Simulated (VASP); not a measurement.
Set up this calculation in VASP 6.6.1, as the native input.

```
Task                   : single point
Functional             : PBE
Potentials or basis    : VASP PAW PBE potentials, release 64 (Si)
Cutoff                 : 520 eV
k mesh                 : 3 × 7 × 1
Occupations            : fermi-dirac, width 0.02 eV
Spin                   : no spin polarisation
Dipole correction      : yes
Further INCAR settings : ALGO = Normal; EDIFF = 1e-07; NBANDS = 16
```

The structure of Si lies in POSCAR:

```
Si
1.0
    9.4759515534      0.0000000000      0.0000000000
    0.0000000000      3.8685410222      0.0000000000
    0.0000000000      0.0000000000     17.1168000000
Si
4
Direct
    0.7916666670      0.7500000000      0.4673784938
    0.5416666670      0.7500000000      0.4673784938
    0.4583333330      0.2500000000      0.5326215062
    0.2083333330      0.2500000000      0.5326215062
```

These files were run (other wordings do the same):

INCAR

```
SYSTEM = Si
ALGO = Normal
DIPOL = 0.5 0.5 0.500
EDIFF = 1E-7
ENCUT = 520
GGA = PE
IDIPOL = 3
ISIF = 2
ISMEAR = -1
LASPH = .True.
LCHARG = .True.
LDIPOL = .True.
LELF = .True.
LREAL = .False.
LVACPOTAV = .True.
LVHAR = .True.
LWAVE = .False.
NBANDS = 16
NELM = 80
PREC = Accurate
SIGMA = 0.02
```

KPOINTS

```
k-points
0
Gamma
  3 7 1
  0 0 0
```

Potentials or basis: VASP PAW PBE potentials, release 64 (Si).

Command:

```bash
$ cat potpaw_PBE.64/Si/POTCAR > POTCAR
$ mpirun -np 1 vasp_std > vasp.out
```

It gave:

* Largest force: 0.837 eV/Å
* Band gap on the k mesh: zero (bands 8 and 9 overlap by 0.39 eV)

Wall time 2 min on 1 thread of Intel(R) Xeon(R) Platinum 8488C (Sapphire Rapids), with other jobs on the host, peak memory 0.57 GiB.
